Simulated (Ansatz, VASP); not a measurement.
## SnTe in VASP and in Ansatz

Contents of INCAR:

```
SYSTEM = SnTe
  ALGO = Normal
  EDIFF = 1E-6
  ENCUT = 520
  GGA = PS
  ISIF = 2
  ISMEAR = 0
  LASPH = .TRUE.
  LCHARG = .FALSE.
  LREAL = .FALSE.
  LWAVE = .FALSE.
  NBANDS = 17
  NELM = 80
  PREC = Accurate
  SIGMA = 0.03
```

File KPOINTS:

```
k-points
0
G
  10 10 10
  0 0 0
```

Contents of POSCAR:

```
SnTe
1.0
    0.0000000000      3.1055798054      3.2608587957
    3.1055798054      0.0000000000      3.2608587957
    3.1055798054      3.1055798054      0.0000000000
Sn Te
1 1
Direct
    0.0000000000      0.0000000000      0.0000000000
    0.5000000000      0.5000000000      0.5000000000
```

Input for Ansatz:

```yaml
crystal:
  lattice:
    - [0.0, 3.1055798054, 3.2608587957]
    - [3.1055798054, 0.0, 3.2608587957]
    - [3.1055798054, 3.1055798054, 0.0]
  atoms:
    - { symbol: Sn, position: [0.0, 0.0, 0.0] }
    - { symbol: Te, position: [0.5, 0.5, 0.5] }
basis:
  ecutwfc: 420
kpoints:
  mp_grid: { grid: [10, 10, 10] }
hamiltonian:
  xc: pbesol
scf:
  occupations: { method: gaussian, width: 0.03 }
output:
  forces: true
  stress: true
  eigenvalues: true
```

Alike in both runs: task single point; functional PBEsol; k mesh 10 × 10 × 10; occupations gaussian, width 0.03 eV; no spin polarisation.

|  | VASP | Ansatz |
| --- | --- | --- |
| version | VASP 6.6.1 | Ansatz 0.2.0 |
| potentials or method | VASP PAW PBE potentials, release 64 (Sn_d, Te), cutoff 520 eV | scalar-relativistic, plane waves, PAW |
| valence electrons in the cell | 20 | 30 |

|  | VASP | Ansatz | Ansatz less VASP |
| --- | --- | --- | --- |
| gap on the k mesh at the Fermi level (eV) | 0.23 | 0.23 | +0.001 |
| least direct gap on the mesh (eV) | 0.26 | 0.25 | -0.002 |
| pressure (GPa) | -0.3 | -0.2 | +0.02 |
| traceless stress, the component that is largest in VASP (GPa) | -3.77 | -3.76 | +0.015 |

VASP's potentials were made for PBE, not for PBEsol. VASP's potentials hold 20 valence electrons a cell and Ansatz's 30, so a difference there can come from the potentials and not from the codes.

Neither program's run includes spin-orbit coupling.
